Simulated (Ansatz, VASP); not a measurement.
**ScGa3 in VASP and in Ansatz**

The input INCAR:

```
SYSTEM = ScGa3
PREC = Accurate
ENCUT = 520
EDIFF = 1E-7
ISMEAR = -1
SIGMA = 0.05
LREAL = .FALSE.
LASPH = .TRUE.
NELM = 100
ALGO = Normal
ISIF = 2
LWAVE = .FALSE.
LCHARG = .FALSE.
NBANDS = 33
```

File KPOINTS:

```
Automatic mesh
0
G
  9 9 9
  0 0 0
```

POSCAR

```
ScGa3
1.0
    4.0950000000      0.0000000000      0.0000000000
    0.0000000000      4.0950000000      0.0000000000
    0.0000000000      0.0000000000      4.0950000000
Sc Ga
1 3
Direct
    0.0000000000      0.0000000000      0.0000000000
    0.0000000000      0.5000000000      0.5000000000
    0.5000000000      0.0000000000      0.5000000000
    0.5000000000      0.5000000000      0.0000000000
```

Input for Ansatz:

```yaml
crystal:
  lattice:
    - [4.095, 0.0, 0.0]
    - [0.0, 4.095, 0.0]
    - [0.0, 0.0, 4.095]
  atoms:
    - { symbol: Sc, position: [0.0, 0.0, 0.0] }
    - { symbol: Ga, position: [0.0, 0.5, 0.5] }
    - { symbol: Ga, position: [0.5, 0.0, 0.5] }
    - { symbol: Ga, position: [0.5, 0.5, 0.0] }
kpoints:
  mp_grid: { grid: [9, 9, 9] }
  band_path:
    path:
      - [0.0, 0.0, 0.0]
      - [0.0, 0.5, 0.0]
      - [0.5, 0.5, 0.0]
      - [0.0, 0.0, 0.0]
      - [0.5, 0.5, 0.5]
      - [0.0, 0.5, 0.0]
      - [0.5, 0.5, 0.5]
      - [0.5, 0.5, 0.0]
    npoints: 14
scf:
  occupations: { method: fermi_dirac, width: 0.05 }
hamiltonian:
  xc: lda
  pseudopotentials: { kind: all_electron, lapw: { basis_error: 0.001 } }
output:
  forces: true
  stress: true
  eigenvalues: true
  populations: true
  dos: { projected: true, de: 0.2, e_range: [-14, 8] }
```

Alike in both runs: task single point; functional LDA; k mesh 9 × 9 × 9; occupations fermi-dirac, width 0.05 eV; no spin polarisation.

|  | VASP | Ansatz |
| --- | --- | --- |
| version | VASP 6.6.1 | Ansatz 0.2.0 |
| potentials or method | VASP PAW LDA potentials, release 64 (Sc_sv, Ga_d), cutoff 520 eV | all-electron LAPW, scalar-relativistic |

```csv
,VASP,Ansatz,Ansatz less VASP
pressure (GPa),-5.3,-5.4,-0.19
```

LDA's correlation is that of Perdew and Zunger in VASP and of Perdew and Wang (1992) in Ansatz. Ansatz ran all-electron here, and VASP with PAW potentials.
